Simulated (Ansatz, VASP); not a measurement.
# BN: VASP beside Ansatz

```
B N
1.0
     0.00000    1.81233    1.81233
     1.81233    0.00000    1.81233
     1.81233    1.81233    0.00000
B N
1 1
Cartesian
  0.0000 0.0000 0.0000
  2.7185 2.7185 2.7185
```

Alike in both runs: functional PBE; k mesh 12 × 12 × 12; occupations gaussian, width 0.02 eV; no spin polarisation.

Ansatz relaxed the structure, and its values are those at the end. VASP's run is a single point on that final structure, the one shown.

```csv
,VASP,Ansatz
version,VASP 6.6.1,Ansatz 0.2.0
potentials or method,"VASP PAW PBE potentials, release 64 (B, N), cutoff 600 eV","scalar-relativistic, plane waves, PAW"
valence electrons in the cell,8,8
```

|  | VASP | Ansatz | Ansatz less VASP |
| --- | --- | --- | --- |
| gap on the k mesh at the Fermi level (eV) | 4.45 | 4.46 | +0.012 |
| least direct gap on the mesh (eV) | 8.78 | 8.79 | +0.011 |
| pressure (GPa) | 0.0 | 0.0 | +0.02 |

The functional is the same, so the differences come from potentials, cutoffs and numerics.
